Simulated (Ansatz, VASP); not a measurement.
## One calculation of Pb, two programs

```xyz
1
Lattice="0.0000 2.4750 2.4750 2.4750 0.0000 2.4750 2.4750 2.4750 0.0000" Properties=species:S:1:pos:R:3 pbc="T T T"
Pb    0.0000    0.0000    0.0000
```

Alike in both runs: task single point; functional B3LYP5; k mesh 5 × 5 × 5; occupations fermi-dirac, width 0.05 eV; no spin polarisation.

|  | VASP | Ansatz |
| --- | --- | --- |
| version | VASP 6.6.1 | Ansatz 0.2.0 |
| potentials or method | VASP PAW PBE potentials, release 64 (Pb_d) | Ansatz PAW |
| plane-wave cutoff (eV) | 520 | 420 |
| valence electrons in the cell | 14 | 14 |

|  | VASP | Ansatz | Ansatz less VASP |
| --- | --- | --- | --- |
| gap on the k mesh at the Fermi level (eV) | none | none | - |
| pressure (GPa) | 3.8 | 3.8 | -0.03 |

VASP's potentials were made for PBE, not for B3LYP5. A gap of «none» marks a metal or a gap that the smearing closes. With one functional, cell and mesh, what is left measures potentials, basis and numerics.

The k mesh is coarse, so the values compare programs but aren't converged. Neither program's run includes spin-orbit coupling.
